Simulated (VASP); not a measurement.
# Ga in VASP: further runs

The runs below take Ga through single point, relaxation of cell and atoms, with PBEsol.

Everything below comes from runs of VASP 6.6.1. Logs are shortened: lines on timing, memory, paths and dates and some standing lists are left out, and cuts for length are marked.

## 1. The cell of the first run

Symmetry: P2_1, No. 4, monoclinic system. Conventional cell: a = 4.540 Å, b = 4.619 Å, c = 4.626 Å, α = 90.00°, β = 118.89°, γ = 90.00°. Within 3.3 Å of Ga (site symmetry 1) lie 7 Ga at 2.48 to 2.91 Å. Ga (site symmetry 1) has 7 Ga at 2.48 to 2.91 Å within 3.3 Å.

## 2. Single point, PBEsol (strained and its atoms moved)

INCAR

```
SYSTEM = Ga
PREC = Accurate
ENCUT = 520
EDIFF = 1E-6
ISMEAR = 0
SIGMA = 0.1
LREAL = .FALSE.
LASPH = .TRUE.
NELM = 80
ALGO = Fast
ISIF = 2
LWAVE = .FALSE.
LCHARG = .FALSE.
GGA = PS
NBANDS = 34
```

KPOINTS

```
Automatic mesh
0
G
  10 10 8
  0 0 0
```

POSCAR

```
Ga
1.0
    3.9713830783     -2.3715232877      0.0000000000
    3.9207090868      2.2883899728      0.0000000000
    0.0000000000      0.0000000000      4.6185928962
Ga
4
Direct
    0.9663607157      0.3372602899      0.2491259641
    0.3553779719      0.9691791305      0.7508740359
    0.0336392843      0.6627397101      0.7491259641
    0.6446220281      0.0308208695      0.2508740359
```

Potentials or basis: VASP PAW PBE potentials, release 64 (Ga_d).

Started as:

```sh
$ cat potpaw_PBE.64/Ga_d/POTCAR > POTCAR
$ mpirun -np 1 vasp_std > vasp.out
```

OUTCAR:

```text
SYSTEM = Ga
   PREC = Accurate
   ENCUT = 520
   EDIFF = 1E-6
   ISMEAR = 0
   LREAL = .FALSE.
   LASPH = .TRUE.
   NELM = 80
   ISIF = 2
   GGA = PS

 ion  position               nearest neighbor table
   1  0.966  0.337  0.249-   4 2.48   4 2.75   4 2.76   3 2.84   3 2.84   2 2.90   2 2.91
   2  0.355  0.969  0.751-   3 2.48   3 2.75   4 2.75   4 2.75   3 2.76   1 2.90   1 2.91
   3  0.034  0.663  0.749-   2 2.48   2 2.75   2 2.76   1 2.84   1 2.84   4 2.90   4 2.91
   4  0.645  0.031  0.251-   1 2.48   1 2.75   2 2.75   2 2.75   1 2.76   3 2.90   3 2.91

  LATTYP: Found a simple monoclinic cell.
 ALAT       =     4.5396793291
 B/A-ratio  =     1.0173830708
 C/A-ratio  =     1.0189225683
 COS(beta)  =    -0.4830626673

  Lattice vectors:

 A1 = (   3.9207090868,   2.2883899728,   0.0000000000)
 A2 = (   0.0000000000,   0.0000000000,  -4.6185928962)
 A3 = (  -3.9713830783,   2.3715232877,   0.0000000000)

Analysis of symmetry for initial positions (statically):
=====================================================================
 Subroutine PRICEL returns:
 Original cell was already a primitive cell.

 Routine SETGRP: Setting up the symmetry group for a
 simple monoclinic supercell.

 Subroutine GETGRP returns: Found  2 space group operations
 (whereof  1 operations were pure point group operations)
 out of a pool of  4 trial point group operations.

The static configuration has the point symmetry C_1 .
 The point group associated with its full space group is C_2 .

Analysis of symmetry for dynamics (positions and initial velocities):
=====================================================================
 Subroutine PRICEL returns:
 Original cell was already a primitive cell.

 Routine SETGRP: Setting up the symmetry group for a
 simple monoclinic supercell.

 Subroutine GETGRP returns: Found  2 space group operations
 (whereof  1 operations were pure point group operations)
 out of a pool of  4 trial point group operations.

The dynamic configuration has the point symmetry C_1 .
 The point group associated with its full space group is C_2 .

 Subroutine INISYM returns: Found  2 space group operations
 (whereof  1 operations are pure point group operations),
 and found     1 'primitive' translations

----------------------------------------------------------------------------------------

                                     Primitive cell

  volume of cell :      84.9180

  direct lattice vectors                    reciprocal lattice vectors
     3.971383078 -2.371523288  0.000000000     0.124462867 -0.213242804  0.000000000
     3.920709087  2.288389973  0.000000000     0.128984391  0.215998903  0.000000000
     0.000000000  0.000000000  4.618592896     0.000000000  0.000000000  0.216516160

  length of vectors
     4.625581721  4.539679329  4.618592896     0.246907875  0.251580006  0.216516160

  position of ions in fractional coordinates (direct lattice)
     0.966360716  0.337260290  0.249125964
     0.355377972  0.969179131  0.750874036
     0.033639284  0.662739710  0.749125964
     0.644622028  0.030820869  0.250874036

  ion indices of the primitive-cell ions
   primitive index   ion index
                 1           1
                 2           2
                 3           3
                 4           4

----------------------------------------------------------------------------------------

 KPOINTS: Automatic mesh

Automatic generation of k-mesh.
 Grid dimensions read from file:
 generate k-points for:   10   10    8

 Generating k-lattice:

  Cartesian coordinates                     Fractional coordinates (reciprocal lattice)
     0.012446287 -0.021324280  0.000000000     0.100000000  0.000000000  0.000000000
     0.012898439  0.021599890  0.000000000     0.000000000  0.100000000  0.000000000
     0.000000000  0.000000000  0.027064520     0.000000000  0.000000000  0.125000000

  Length of vectors
     0.024690787  0.025158001  0.027064520

  Shift w.r.t. Gamma in fractional coordinates (k-lattice)
     0.000000000  0.000000000  0.000000000

 Subroutine IBZKPT returns following result:
 ===========================================

 Found    260 irreducible k-points:

 Following reciprocal coordinates:
            Coordinates               Weight
  0.000000  0.000000  0.000000      1.000000
  0.100000  0.000000  0.000000      2.000000
  0.200000  0.000000  0.000000      2.000000
  0.300000 -0.000000  0.000000      2.000000
  0.400000  0.000000  0.000000      2.000000
  0.500000  0.000000  0.000000      1.000000
[... 16 lines left out ...]
 -0.400000  0.200000  0.000000      2.000000
 -0.300000  0.200000  0.000000      2.000000
 [... further k-points ...]
   k-points           NKPTS =    260   k-points in BZ     NKDIM =    260   number of bands    NBANDS=     34
   number of dos      NEDOS =    301   number of ions     NIONS =      4
   total plane-waves  NPLWV =  46656
   dimension x,y,z NGX =    36 NGY =   36 NGZ =   36
   dimension x,y,z NGXF=    72 NGYF=   72 NGZF=   72
   ions per type =               4
   NGX,Y,Z   is equivalent  to a cutoff of  12.94, 13.18, 12.96 a.u.
   NGXF,Y,Z  is equivalent  to a cutoff of  25.88, 26.37, 25.92 a.u.
 SYSTEM =  Ga
   PREC   = accura    normal or accurate (medium, high low for compatibility)
   ISTART =      0    job   : 0-new  1-cont  2-samecut
   ICHARG =      2    charge: 1-file 2-atom 10-const
   ISPIN  =      1    spin polarized calculation?
   LNONCOLLINEAR =      F non collinear calculations
   LSORBIT =      F    spin-orbit coupling
   LASPH  =      T    aspherical Exc in radial PAW
   ENCUT  =  520.0 eV  38.22 Ry    6.18 a.u.   8.60  8.44  8.59*2*pi/ulx,y,z
   NELM   =     80;   NELMIN=  2; NELMDL= -5     # of ELM steps
   EDIFF  = 0.1E-05   stopping-criterion for ELM
   LREAL  =      F    real-space projection
   EDIFFG = 0.1E-04   stopping-criterion for IOM
   NSW    =      0    number of steps for IOM
   IBRION =     -1    ionic relax: 0-MD 1-quasi-New 2-CG
   NFREE  =      0    steps in history (QN), initial steepest desc. (CG)
   ISIF   =      2    stress and relaxation
   ISYM   =      2    0-nonsym 1-usesym 2-fastsym
   POTIM  = 0.5000    time-step for ionic-motion
   TEBEG  =    0.0;   TEEND  =   0.0 temperature during run
   PSTRESS=    0.0 pullay stress
   NELECT =      52.0000    total number of electrons
   NUPDOWN=      -1.0000    fix difference up-down
   EMIN   =  10.00;   EMAX   =-10.00  energy-range for DOS
   EFERMI =   0.00;   METHOD = LEGACY
   ISMEAR =     0;   SIGMA  =   0.10  broadening in eV -4-tet -1-fermi 0-gaus
   EFERMI_NEDOS =   21; number of points for ismear=-14 and -15
   IALGO  =     68    algorithm
   IMIX   =      4    mixing-type and parameters
     AMIX     =   0.40;   BMIX     =  1.00
     AMIX_MAG =   1.60;   BMIX_MAG =  1.00
  volume/ion in A,a.u.               =      21.23       143.26
  Fermi-wavevector in a.u.,A,eV,Ry     =   1.390196  2.627089 26.295223  1.932644
  Thomas-Fermi vector in A             =   2.514154
   LORBIT       =      0    0 simple, 1 ext, 2 COOP (PROOUT), +10 PAW based schemes
   GGA     = PS    functional components
   LHFCALC =     F    Hartree Fock is set to
   AEXX    =    0.0000 exact exchange contribution
   IVDW    =     0    specifies the selected vdW correction
   LEPSILON=     F    determine dielectric tensor
   LRPA    =     F    only Hartree local field effects (RPA)
 non-spin polarized calculation
 RMM-DIIS sequential band-by-band and
 Gauss-broadening in eV      SIGMA  =   0.10
  energy-cutoff  :      520.00
  volume of cell :       84.92
 maximum number of plane-waves:      2312
   NGX = 17   NGY = 17   NGZ = 17

 number of electron      52.0000000 magnetization

 Free energy of the ion-electron system (eV)
  ---------------------------------------------------
  ext. energy  EPLUGINS =         0.00000000
  ---------------------------------------------------
  free energy    TOTEN  =       -13.22794302 eV

  energy without entropy =      -13.22390938  energy(sigma->0) =      -13.22592620

 E-fermi :   4.2875     XC(G=0): -10.3765

 val. band max:        4.2682554071   @ k =  -0.2000   0.2000   0.0000
 cond. band min:       4.2935831308   @ k =   0.1000   0.3000   0.0000
 fundamental gap:      0.0253277237
 Fermi energy:         4.2874780565

 k-point     1 :       0.0000    0.0000    0.0000
  band No.  band energies     occupation
      1     -10.8014      2.00000
      2     -10.7721      2.00000
      3     -10.7633      2.00000
      4     -10.7304      2.00000
      5     -10.6694      2.00000
      6     -10.6660      2.00000
[... 26 lines left out ...]
     33      10.3323      0.00000
     34      10.5287      0.00000

 k-point     2 :       0.1000    0.0000    0.0000
  band No.  band energies     occupation
      1     -10.7976      2.00000
      2     -10.7744      2.00000
      3     -10.7594      2.00000
      4     -10.7356      2.00000
      5     -10.6961      2.00000
      6     -10.6686      2.00000
[... 26 lines left out ...]
     33      10.1233      0.00000
     34      11.3036      0.00000

 k-point     3 :       0.2000    0.0000    0.0000
  band No.  band energies     occupation
      1     -10.7868      2.00000
      2     -10.7831      2.00000
      3     -10.7480      2.00000
      4     -10.7469      2.00000
      5     -10.7256      2.00000
      6     -10.6994      2.00000
[... 26 lines left out ...]
     33      10.1348      0.00000
     34      10.8219      0.00000
[... 704 lines left out ...]
 k-point    23 :      -0.4000    0.2000    0.0000
  band No.  band energies     occupation
      1     -10.8342      2.00000
      2     -10.8162      2.00000
      3     -10.7511      2.00000
      4     -10.7336      2.00000
      5     -10.7109      2.00000
      6     -10.7000      2.00000
[... 26 lines left out ...]
     33      11.5544      0.00000
     34      12.7641      0.00000

 k-point    24 :      -0.3000    0.2000    0.0000
  band No.  band energies     occupation
      1     -10.8214      2.00000
      2     -10.8064      2.00000
      3     -10.7625      2.00000
      4     -10.7307      2.00000
      5     -10.7098      2.00000
      6     -10.6829      2.00000
[... 26 lines left out ...]
     33      11.0197      0.00000
     34      12.3848      0.00000

 [... further k-points ...]

------------------------ aborting loop because EDIFF is reached ----------------------------------------

  FORCE on cell =-STRESS in cart. coord.  units (eV):
  Direction    XX          YY          ZZ          XY          YZ          ZX
  --------------------------------------------------------------------------------------
  -------------------------------------------------------------------------------------
  Total       -1.1908823     -2.1538588     -2.2223828      0.2171423      0.0000000      0.0000000
  in kB      -22.4687815    -40.6375856    -41.9304506      4.0968984      0.0000000      0.0000000
  external PRESSURE =     -35.0122725 kB  Pullay stress =       0.0000000 kB

 VOLUME and BASIS-vectors are now :
 -----------------------------------------------------------------------------
  energy-cutoff  :      520.00
  volume of cell :       84.92
      direct lattice vectors                 reciprocal lattice vectors
     3.971383078 -2.371523288  0.000000000     0.124462867 -0.213242804  0.000000000
     3.920709087  2.288389973  0.000000000     0.128984391  0.215998903  0.000000000
     0.000000000  0.000000000  4.618592896     0.000000000  0.000000000  0.216516160

 POSITION                                       TOTAL-FORCE (eV/Angst)
 -----------------------------------------------------------------------------------
      5.16009     -1.51996      1.15061         0.457207     -0.070504      0.000602
      5.21121      1.37507      3.46798         0.344347      0.165311     -0.000602
      2.73200      1.43683      3.45991        -0.457207      0.070504      0.000602
      2.68088     -1.45821      1.15869        -0.344347     -0.165311     -0.000602
 -----------------------------------------------------------------------------------
    total drift:                               -0.000000     -0.000000     -0.000124

  FREE ENERGIE OF THE ION-ELECTRON SYSTEM (eV)
  ---------------------------------------------------
  free  energy   TOTEN  =       -13.2279430249 eV

  energy  without entropy=      -13.2239093756  energy(sigma->0) =      -13.22592620
```

Run time: 17 min. Hardware: 1 thread of AMD EPYC 9755, shared host; peak memory 0.56 GiB.

What came out:

```yaml
Free_energy: -13.2279 eV
Pressure: -3.5 GPa
Largest_force: 0.463 eV/Å
Band_gap_on_the_k_mesh: zero (bands 26 and 27 overlap by 0.63 eV)
```

Forces on the atoms (eV/Å):
```
Ga   0.457 -0.071  0.001
Ga   0.344  0.165 -0.001
Ga  -0.457  0.071  0.001
Ga  -0.344 -0.165 -0.001
```

Levels at points of the mesh, in eV from the Fermi level:
```tsv
k point	band 22	band 23	band 24	band 25	band 26	band 27	band 28	band 29	band 30	band 31
(0.00, 0.00, 0.00)	-4.43	-3.04	-2.11	-2.08	-1.16	0.45	0.99	1.92	4.31	4.56
(0.50, 0.00, 0.00)	-8.06	-3.44	-3.27	-0.98	-0.42	-0.37	0.09	3.22	3.86	5.26
(0.00, 0.50, 0.00)	-7.82	-3.52	-3.51	-1.12	-0.25	-0.23	-0.03	3.20	3.52	5.25
(0.50, 0.50, 0.00)	-7.20	-4.46	-2.68	-1.99	-1.53	0.50	1.11	3.13	3.33	5.03
(0.00, 0.00, 0.50)	-8.86	-0.61	-0.61	-0.38	-0.38	-0.05	-0.05	2.63	2.63	2.86
(0.50, 0.00, 0.50)	-7.16	-5.97	-5.97	-1.44	-1.44	0.59	0.59	6.33	6.33	7.77
(0.00, 0.50, 0.50)	-7.16	-5.79	-5.79	-1.74	-1.74	0.35	0.35	6.26	6.26	7.76
(0.50, 0.50, 0.50)	-7.19	-5.71	-5.71	-1.72	-1.72	0.01	0.01	6.47	6.47	7.02
```

Caveat: the cell differs from its parent crystal (strained and its atoms moved); the cell stands under tension; the PAW data sets were made with another functional, which shifts forces and pressure a little.

[end of part 1 of 2]

The gap in the log of VASP goes by the Fermi energy; the results here count the filled bands.